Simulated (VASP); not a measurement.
A run of VASP 6.6.1:

File POSCAR:

```
BiB
1.0
    0.0000000000      2.6268329274      2.6268329274
    2.6268329274      0.0000000000      2.6268329274
    2.6268329274      2.6268329274      0.0000000000
B Bi
1 1
Direct
    0.0000000000      0.0000000000      0.0000000000
    0.5000000000      0.5000000000      0.5000000000
```

Contents of INCAR.step1:

```
SYSTEM = BiB
ALGO     = Normal         ! electronic algorithm
EDIFF    = 1E-5           ! SCF threshold, eV
ENCUT    = 520            ! plane-wave cutoff, eV
GGA      = PE             ! functional
ISIF     = 2              ! what is computed and relaxed
ISMEAR   = -1             ! smearing method
LASPH    = .TRUE.         ! aspherical terms in the spheres
LCHARG   = .FALSE.        ! write CHGCAR
LREAL    = .FALSE.        ! projectors in reciprocal space
LWAVE    = .TRUE.         ! write WAVECAR
NBANDS   = 16             ! bands
NELM     = 80             ! most SCF steps
PREC     = Accurate       ! precision mode
SIGMA    = 0.02           ! smearing width, eV
```

INCAR.step2

```
SYSTEM = BiB
AEXX     = 0.5            ! exact-exchange fraction
ALGO     = Normal         ! electronic algorithm
EDIFF    = 1E-6           ! SCF threshold, eV
ENCUT    = 520            ! plane-wave cutoff, eV
GGA      = PE             ! functional
HFSCREEN = 0.3            ! screening, 1/A
ISIF     = 2              ! what is computed and relaxed
ISMEAR   = -1             ! smearing method
ISTART   = 1            
LASPH    = .TRUE.         ! aspherical terms in the spheres
LCHARG   = .FALSE.        ! write CHGCAR
LHFCALC  = .TRUE.         ! exact exchange
LREAL    = .FALSE.        ! projectors in reciprocal space
LWAVE    = .FALSE.        ! write WAVECAR
NBANDS   = 16             ! bands
NELM     = 80             ! most SCF steps
PREC     = Accurate       ! precision mode
PRECFOCK = Normal       
SIGMA    = 0.02           ! smearing width, eV
```

The input KPOINTS:

```
k-points
0
G
  4 4 4
  0 0 0
```

Potentials or basis: VASP PAW PBE potentials, release 64 (B, Bi_d).

Run with:

```console
$ cat potpaw_PBE.64/B/POTCAR potpaw_PBE.64/Bi_d/POTCAR > POTCAR
$ cp INCAR.step1 INCAR
$ mpirun -np 1 vasp_std > vasp.out
$ cp INCAR.step2 INCAR
$ mpirun -np 1 vasp_std > vasp.out
```

Hardware: 1 thread of AMD EPYC 7R43 64-Core Processor (Zen 3) (shared host).

Task: Estimate the wall time of this run.

Result: Wall time 34 min on 1 thread of AMD EPYC 7R43 64-Core Processor (Zen 3) (shared host), peak memory 0.23 GiB. Counts: k points 8.
